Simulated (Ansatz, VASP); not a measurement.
## WI6: VASP beside Ansatz

The input INCAR:

```
PREC = Accurate
ENCUT = 600
EDIFF = 1E-7
ISMEAR = 0
SIGMA = 0.01
LREAL = False
LASPH = True
NELM = 100
ALGO = Normal
ISIF = 3
LWAVE = False
LCHARG = False
GGA = PE
IBRION = 2
NSW = 100
EDIFFG = -0.01
```

Contents of KPOINTS:

```
Automatic mesh
0
Gamma
  6 6 6
```

The input POSCAR:

```
WI6
1.0
    0.0000000000      5.7502308610      5.7502308610
    5.7502308610      0.0000000000      5.7502308610
    5.7502308610      5.7502308610      0.0000000000
W I
1 6
Direct
    0.0000000000      0.0000000000      0.0000000000
    0.7642497830      0.2357502170      0.2357502170
    0.2357502170      0.7642497830      0.7642497830
    0.2357502170      0.7642497830      0.2357502170
    0.7642497830      0.2357502170      0.7642497830
    0.2357502170      0.2357502170      0.7642497830
    0.7642497830      0.7642497830      0.2357502170
```

Input for Ansatz:

```yaml
crystal:
  lattice:
    - [0.0, 5.750230861, 5.750230861]
    - [5.750230861, 0.0, 5.750230861]
    - [5.750230861, 5.750230861, 0.0]
  atoms:
    - { symbol: W, position: [0.0, 0.0, 0.0] }
    - { symbol: I, position: [0.764249783, 0.235750217, 0.235750217] }
    - { symbol: I, position: [0.235750217, 0.764249783, 0.764249783] }
    - { symbol: I, position: [0.235750217, 0.764249783, 0.235750217] }
    - { symbol: I, position: [0.764249783, 0.235750217, 0.764249783] }
    - { symbol: I, position: [0.235750217, 0.235750217, 0.764249783] }
    - { symbol: I, position: [0.764249783, 0.764249783, 0.235750217] }
basis:
  ecutwfc: 420
kpoints:
  mp_grid: { grid: [6, 6, 6] }
hamiltonian:
  xc: pbe
scf:
  occupations: { method: gaussian, width: 0.01 }
output:
  forces: true
  stress: true
  eigenvalues: true
relax:
  adjacent_minimum: "off"
  f_tol: 0.01
  max_steps: 80
  cell: { stress_tol: 0.05 }
```

Change from the starting cell: ordered vacancies on the cation sites of rhenium trioxide (Fm-3m, No. 225).

Alike in both runs: task relaxation of cell and atoms; functional PBE; k mesh 6 × 6 × 6; occupations gaussian, width 0.01 eV; no spin polarisation.

```csv
,VASP,Ansatz
version,VASP 6.6.1,Ansatz 0.2.0
potentials or method,"VASP PAW PBE potentials, release 64 (W_sv, I), cutoff 600 eV","scalar-relativistic, plane waves, PAW"
valence electrons in the cell,56,116
```

```tsv
	VASP	Ansatz	Ansatz less VASP
gap on the k mesh at the Fermi level, each at its own relaxed structure (eV)	0.18	0.18	+0.004
relaxed volume (Å³/atom)	55.04	55.30	+0.254
relaxed cell length with the largest relative difference (Å)	8.168	8.180	+0.0126
```

VASP's potentials hold 56 valence electrons a cell and Ansatz's 116, so a difference there can come from the potentials and not from the codes.

Neither program's run includes spin-orbit coupling.
